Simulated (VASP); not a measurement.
# TiB (I-4m2) in VASP: a series of runs

Runs on TiB. Level: r2SCAN. Tasks: single point.

Program: VASP 6.6.1. These are calculated values, not measurements. Logs are shortened: lines on timing, memory, paths and dates and some standing lists are left out, and cuts for length are marked.

### Step 1. The cell of the first run

Symmetry: I-4m2, No. 119, tetragonal system. The conventional cell has a = 3.046 Å, b = 3.046 Å, c = 4.412 Å, α = 90.00°, β = 90.00°, γ = 90.00°. Within 2.5 Å of Ti (site symmetry -4m2) lie 4 B at 1.88 Å. Within 2.5 Å of B (site symmetry -4m2) lie 4 Ti at 1.88 Å.

### Step 2. Single point, r2SCAN (strain +0.025 along x and y, +0.050 along z)

POSCAR reads:

```
TiB
1.0
    0.0000000000      2.1535250000      2.2060500000
    2.1535250000      0.0000000000      2.2060500000
    2.1535250000      2.1535250000      0.0000000000
Ti B
1 1
Direct
    0.7500000000      0.7500000000      0.7500000000
    0.0000000000      0.0000000000      0.0000000000
```

INCAR.step1 reads:

```
SYSTEM = TiB
PREC = Accurate ; ENCUT = 520
ISMEAR = 0 ; SIGMA = 0.15
LREAL = .FALSE. ; LASPH = .TRUE.
NELM = 80 ; NBANDS = 14
GGA = PE ; ALGO = Normal
EDIFF = 1E-4 ; LWAVE = .TRUE.
LCHARG = .FALSE.
```

INCAR.step2 reads:

```
SYSTEM = TiB
PREC = Accurate ; ENCUT = 520
EDIFF = 1E-6 ; ISMEAR = 0
SIGMA = 0.15 ; LREAL = .FALSE.
LASPH = .TRUE. ; NELM = 80
ALGO = Normal ; ISIF = 2
LWAVE = .FALSE. ; LCHARG = .FALSE.
METAGGA = R2SCAN ; LMIXTAU = .TRUE.
NBANDS = 14 ; ISTART = 1
```

KPOINTS reads:

```
Automatic mesh
0
G
  20 20 20
  0 0 0
```

Potentials or basis: VASP PAW PBE potentials, release 64 (Ti_sv, B).

Launch:

```sh
> cat potpaw_PBE.64/Ti_sv/POTCAR potpaw_PBE.64/B/POTCAR > POTCAR
> cp INCAR.step1 INCAR
> mpirun -np 1 vasp_std > vasp.out
> cp INCAR.step2 INCAR
> mpirun -np 1 vasp_std > vasp.out
```

OUTCAR:

```text
SYSTEM = TiB
   PREC = Accurate
   ENCUT = 520
   EDIFF = 1E-6
   ISMEAR = 0
   LREAL = .FALSE.
   LASPH = .TRUE.
   NELM = 80
   ISIF = 2
   METAGGA = R2SCAN
   ISTART = 1

 ion  position               nearest neighbor table
   1  0.750  0.750  0.750-   2 1.88   2 1.88   2 1.88   2 1.88
   2  0.000  0.000  0.000-   1 1.88   1 1.88   1 1.88   1 1.88

  LATTYP: Found a body centered tetragonal cell.
 ALAT       =     3.0455442619
 C/A-ratio  =     1.4487065761

  Lattice vectors:

 A1 = (  -2.1535250000,   0.0000000000,   2.2060500000)
 A2 = (   2.1535250000,   0.0000000000,   2.2060500000)
 A3 = (   0.0000000000,   2.1535250000,  -2.2060500000)

Analysis of symmetry for initial positions (statically):
=====================================================================
 Subroutine PRICEL returns:
 Original cell was already a primitive cell.

 Routine SETGRP: Setting up the symmetry group for a
 body centered tetragonal supercell.

 Subroutine GETGRP returns: Found  8 space group operations
 (whereof  8 operations were pure point group operations)
 out of a pool of 16 trial point group operations.

The static configuration has the point symmetry D_2d.

Analysis of symmetry for dynamics (positions and initial velocities):
=====================================================================
 Subroutine PRICEL returns:
 Original cell was already a primitive cell.

 Routine SETGRP: Setting up the symmetry group for a
 body centered tetragonal supercell.

 Subroutine GETGRP returns: Found  8 space group operations
 (whereof  8 operations were pure point group operations)
 out of a pool of 16 trial point group operations.

The dynamic configuration has the point symmetry D_2d.

 Subroutine INISYM returns: Found  8 space group operations
 (whereof  8 operations are pure point group operations),
 and found     1 'primitive' translations

----------------------------------------------------------------------------------------

                                     Primitive cell

  volume of cell :      20.4619

  direct lattice vectors                    reciprocal lattice vectors
     0.000000000  2.153525000  2.206050000    -0.232177476  0.232177476  0.226649441
     2.153525000  0.000000000  2.206050000     0.232177476 -0.232177476  0.226649441
     2.153525000  2.153525000  0.000000000     0.232177476  0.232177476 -0.226649441

  length of vectors
     3.082908777  3.082908777  3.045544262     0.398977105  0.398977105  0.398977105

  position of ions in fractional coordinates (direct lattice)
     0.750000000  0.750000000  0.750000000
     0.000000000  0.000000000  0.000000000

  ion indices of the primitive-cell ions
   primitive index   ion index
                 1           1
                 2           2

----------------------------------------------------------------------------------------

 KPOINTS: Automatic mesh

Automatic generation of k-mesh.
 Grid dimensions read from file:
 generate k-points for:   20   20   20

 Generating k-lattice:

  Cartesian coordinates                     Fractional coordinates (reciprocal lattice)
    -0.011608874  0.011608874  0.011332472     0.050000000 -0.000000000  0.000000000
     0.011608874 -0.011608874  0.011332472    -0.000000000  0.050000000  0.000000000
     0.011608874  0.011608874 -0.011332472     0.000000000  0.000000000  0.050000000

  Length of vectors
     0.019948855  0.019948855  0.019948855

  Shift w.r.t. Gamma in fractional coordinates (k-lattice)
     0.000000000  0.000000000  0.000000000

 Subroutine IBZKPT returns following result:
 ===========================================

 Found    641 irreducible k-points:

 Following reciprocal coordinates:
            Coordinates               Weight
  0.000000  0.000000  0.000000      1.000000
  0.050000  0.000000  0.000000      8.000000
  0.100000  0.000000  0.000000      8.000000
  0.150000  0.000000  0.000000      8.000000
  0.200000  0.000000  0.000000      8.000000
  0.250000  0.000000  0.000000      8.000000
[... 16 lines left out ...]
 -0.400000  0.050000  0.000000      8.000000
 -0.350000  0.050000  0.000000      8.000000
 [... further k-points ...]
   k-points           NKPTS =    641   k-points in BZ     NKDIM =    641   number of bands    NBANDS=     14
   number of dos      NEDOS =    301   number of ions     NIONS =      2
   total plane-waves  NPLWV =  13824
   dimension x,y,z NGX =    24 NGY =   24 NGZ =   24
   dimension x,y,z NGXF=    48 NGYF=   48 NGZF=   48
   ions per type =               1   1
   NGX,Y,Z   is equivalent  to a cutoff of  12.94, 12.94, 13.10 a.u.
   NGXF,Y,Z  is equivalent  to a cutoff of  25.88, 25.88, 26.20 a.u.
 SYSTEM =  TiB
   PREC   = accura    normal or accurate (medium, high low for compatibility)
   ISTART =      1    job   : 0-new  1-cont  2-samecut
   ICHARG =      0    charge: 1-file 2-atom 10-const
   ISPIN  =      1    spin polarized calculation?
   LNONCOLLINEAR =      F non collinear calculations
   LSORBIT =      F    spin-orbit coupling
   LASPH  =      T    aspherical Exc in radial PAW
   ENCUT  =  520.0 eV  38.22 Ry    6.18 a.u.   5.73  5.73  5.66*2*pi/ulx,y,z
   NELM   =     80;   NELMIN=  2; NELMDL=  0     # of ELM steps
   EDIFF  = 0.1E-05   stopping-criterion for ELM
   LREAL  =      F    real-space projection
   EDIFFG = 0.1E-04   stopping-criterion for IOM
   NSW    =      0    number of steps for IOM
   IBRION =     -1    ionic relax: 0-MD 1-quasi-New 2-CG
   NFREE  =      0    steps in history (QN), initial steepest desc. (CG)
   ISIF   =      2    stress and relaxation
   ISYM   =      2    0-nonsym 1-usesym 2-fastsym
   POTIM  = 0.5000    time-step for ionic-motion
   TEBEG  =    0.0;   TEEND  =   0.0 temperature during run
   PSTRESS=    0.0 pullay stress
   NELECT =      15.0000    total number of electrons
   NUPDOWN=      -1.0000    fix difference up-down
   EMIN   =  10.00;   EMAX   =-10.00  energy-range for DOS
   EFERMI =   0.00;   METHOD = LEGACY
   ISMEAR =     0;   SIGMA  =   0.15  broadening in eV -4-tet -1-fermi 0-gaus
   EFERMI_NEDOS =   21; number of points for ismear=-14 and -15
   IALGO  =     38    algorithm
   IMIX   =      4    mixing-type and parameters
     AMIX     =   0.40;   BMIX     =  1.00
     AMIX_MAG =   1.60;   BMIX_MAG =  1.00
  volume/ion in A,a.u.               =      10.23        69.04
  Fermi-wavevector in a.u.,A,eV,Ry     =   1.476126  2.789474 29.646400  2.178949
  Thomas-Fermi vector in A             =   2.590691
   LORBIT       =      0    0 simple, 1 ext, 2 COOP (PROOUT), +10 PAW based schemes
   METAGGA = R2SCAN    functional components
   LHFCALC =     F    Hartree Fock is set to
   AEXX    =    0.0000 exact exchange contribution
   IVDW    =     0    specifies the selected vdW correction
   LEPSILON=     F    determine dielectric tensor
   LRPA    =     F    only Hartree local field effects (RPA)
 non-spin polarized calculation
 Gauss-broadening in eV      SIGMA  =   0.15
  energy-cutoff  :      520.00
  volume of cell :       20.46
 maximum number of plane-waves:       564
   NGX = 11   NGY = 11   NGZ = 11

 number of electron      14.9999998 magnetization

 Free energy of the ion-electron system (eV)
  ---------------------------------------------------
  ext. energy  EPLUGINS =         0.00000000
  ---------------------------------------------------
  free energy    TOTEN  =       -16.99071047 eV

  energy without entropy =      -16.98051979  energy(sigma->0) =      -16.98561513

 E-fermi :   8.2514     XC(G=0): -13.1157

 val. band max:        8.2432864443   @ k =  -0.4500   0.3000   0.2000
 cond. band min:       8.2577148140   @ k =  -0.2000   0.4500   0.3000
 fundamental gap:      0.0144283697
 Fermi energy:         8.2513860480

 k-point     1 :       0.0000    0.0000    0.0000
  band No.  band energies     occupation
      1     -49.0453      2.00000
      2     -24.1843      2.00000
      3     -24.1660      2.00000
      4     -24.1660      2.00000
      5      -1.0948      2.00000
      6       6.3757      2.00000
      7       6.4641      2.00000
      8       6.4641      2.00000
      9      11.5154      0.00000
     10      11.7779      0.00000
     11      20.2419      0.00000
     12      20.4896      0.00000
     13      20.8124      0.00000
     14      20.8124      0.00000

 k-point     2 :       0.0500    0.0000    0.0000
  band No.  band energies     occupation
      1     -49.0433      2.00000
      2     -24.1930      2.00000
      3     -24.1750      2.00000
      4     -24.1680      2.00000
      5      -1.0291      2.00000
      6       6.3731      2.00000
      7       6.4607      2.00000
      8       6.4950      2.00000
      9      11.4900      0.00000
     10      11.7478      0.00000
     11      20.2883      0.00000
     12      20.4760      0.00000
     13      20.7328      0.00000
     14      20.8094      0.00000

 k-point     3 :       0.1000    0.0000    0.0000
  band No.  band energies     occupation
      1     -49.0374      2.00000
      2     -24.2326      2.00000
      3     -24.1865      2.00000
      4     -24.1738      2.00000
      5      -0.8354      2.00000
      6       6.2954      2.00000
      7       6.5212      2.00000
      8       6.5830      2.00000
      9      11.4268      0.00000
     10      11.6696      0.00000
     11      19.9827      0.00000
     12      20.5990      0.00000
     13      20.7654      0.00000
     14      20.7812      0.00000
[... 324 lines left out ...]
 k-point    23 :      -0.4000    0.0500    0.0000
  band No.  band energies     occupation
      1     -48.9671      2.00000
      2     -24.7295      2.00000
      3     -24.2842      2.00000
      4     -24.2399      2.00000
      5       1.9480      2.00000
      6       5.5265      2.00000
      7       7.0089      2.00000
      8       7.2994      2.00000
      9      11.9644      0.00000
     10      12.3972      0.00000
     11      14.3054      0.00000
     12      18.0520      0.00000
     13      18.5657      0.00000
     14      20.8097      0.00000

 k-point    24 :      -0.3500    0.0500    0.0000
  band No.  band energies     occupation
      1     -48.9751      2.00000
      2     -24.6739      2.00000
      3     -24.2766      2.00000
      4     -24.2299      2.00000
      5       1.5764      2.00000
      6       5.5475      2.00000
      7       7.0060      2.00000
      8       7.2650      2.00000
      9      11.6694      0.00000
     10      12.1627      0.00000
     11      15.0501      0.00000
     12      18.4776      0.00000
     13      19.1172      0.00000
     14      21.0811      0.00000

 [... further k-points ...]
[... 5 lines left out ...]
  --------------------------------------------------------------------------------------
  -------------------------------------------------------------------------------------
  Total       10.4499191     10.4499191     10.9842461      0.0000000      0.0000000      0.0000000
  in kB      818.2355221    818.2355221    860.0736722      0.0000000      0.0000000      0.0000000
  external PRESSURE =     832.1815721 kB  Pullay stress =       0.0000000 kB

 VOLUME and BASIS-vectors are now :
 -----------------------------------------------------------------------------
  energy-cutoff  :      520.00
  volume of cell :       20.46
      direct lattice vectors                 reciprocal lattice vectors
     0.000000000  2.153525000  2.206050000    -0.232177476  0.232177476  0.226649441
     2.153525000  0.000000000  2.206050000     0.232177476 -0.232177476  0.226649441
     2.153525000  2.153525000  0.000000000     0.232177476  0.232177476 -0.226649441

 POSITION                                       TOTAL-FORCE (eV/Angst)
 -----------------------------------------------------------------------------------
      3.23029      3.23029      3.30907         0.000000      0.000000      0.000000
      0.00000      0.00000      0.00000        -0.000000     -0.000000     -0.000000
 -----------------------------------------------------------------------------------
    total drift:                                0.000000      0.000000      0.000003

  FREE ENERGIE OF THE ION-ELECTRON SYSTEM (eV)
  ---------------------------------------------------
  free  energy   TOTEN  =       -16.9907104742 eV

  energy  without entropy=      -16.9805197945  energy(sigma->0) =      -16.98561513
```

It took 20 min on 1 thread of Intel Xeon 8259CL, shared host; peak memory 0.28 GiB.

Results:

```yaml
Free_energy: -16.9907 eV
Pressure: 83.2 GPa
Band_gap_on_the_k_mesh: zero (an odd number of electrons rules out a gap without spin polarisation)
```

Caveat: the cell differs from its parent crystal (strain +0.025 along x and y, +0.050 along z); the cell stands under pressure; the PAW data sets were made with another functional, which shifts forces and pressure a little; an odd number of electrons without spin polarisation forces a metal; a magnetic or distorted state may lie lower.

### Step 3. Single point, r2SCAN (strain +0.050 along x and y, +0.025 along z)

POSCAR reads:

```
TiB
1.0
    0.0000000000      2.2060500000      2.1535250000
    2.2060500000      0.0000000000      2.1535250000
    2.2060500000      2.2060500000      0.0000000000
Ti B
1 1
Direct
    0.7500000000      0.7500000000      0.7500000000
    0.0000000000      0.0000000000      0.0000000000
```

INCAR.step1 reads:

```
SYSTEM = TiB
  PREC = Accurate
  ENCUT = 520
  ISMEAR = 0
  SIGMA = 0.15
  LREAL = .FALSE.
  LASPH = .TRUE.
  NELM = 80
  NBANDS = 14
  GGA = PE
  ALGO = Normal
  EDIFF = 1E-4
  LWAVE = .TRUE.
  LCHARG = .FALSE.
```

INCAR.step2 reads:

```
SYSTEM = TiB
  PREC = Accurate
  ENCUT = 520
  EDIFF = 1E-7
  ISMEAR = 0
  SIGMA = 0.15
  LREAL = .FALSE.
  LASPH = .TRUE.
  NELM = 80
  ALGO = Normal
  ISIF = 2
  LWAVE = .FALSE.
  LCHARG = .FALSE.
  METAGGA = R2SCAN
  LMIXTAU = .TRUE.
  NBANDS = 14
  ISTART = 1
```

KPOINTS is that of step 2.

Potentials or basis: VASP PAW PBE potentials, release 64 (Ti_sv, B).

Launch:

```sh
> cat potpaw_PBE.64/Ti_sv/POTCAR potpaw_PBE.64/B/POTCAR > POTCAR
> cp INCAR.step1 INCAR
> mpirun -np 1 vasp_std > vasp.out
> cp INCAR.step2 INCAR
> mpirun -np 1 vasp_std > vasp.out
```

Wall time 23 min (1 thread of Intel Xeon 8259CL, shared host); peak memory 0.28 GiB.

It converged, with:

- Free energy: -17.2380 eV
- Pressure: 75.1 GPa
- Band gap on the k mesh: zero (an odd number of electrons rules out a gap without spin polarisation)

Stress tensor (GPa, compression positive):
```
76.57  0.00  0.00
 0.00 76.57  0.00
 0.00  0.00 72.11
```

Levels at points of the mesh, in eV from the Fermi level:
```tsv
k point	band 5	band 6	band 7	band 8	band 9	band 10	band 11	band 12
(0.00, 0.00, 0.00)	-9.29	-1.78	-1.78	-1.70	3.22	3.46	11.77	12.13
(0.50, 0.00, 0.00)	-6.09	-2.72	-1.16	-0.94	4.02	4.12	5.44	9.48
(0.50, 0.50, 0.00)	-4.90	-4.27	1.15	1.48	1.48	4.65	5.72	5.72
(0.50, 0.00, 0.50)	-4.90	-4.28	0.85	1.54	1.69	4.65	5.65	5.86
```

Caveat: the cell differs from its parent crystal (strain +0.050 along x and y, +0.025 along z); the cell stands under pressure; the PAW data sets were made with another functional, which shifts forces and pressure a little; an odd number of electrons without spin polarisation forces a metal; a magnetic or distorted state may lie lower.
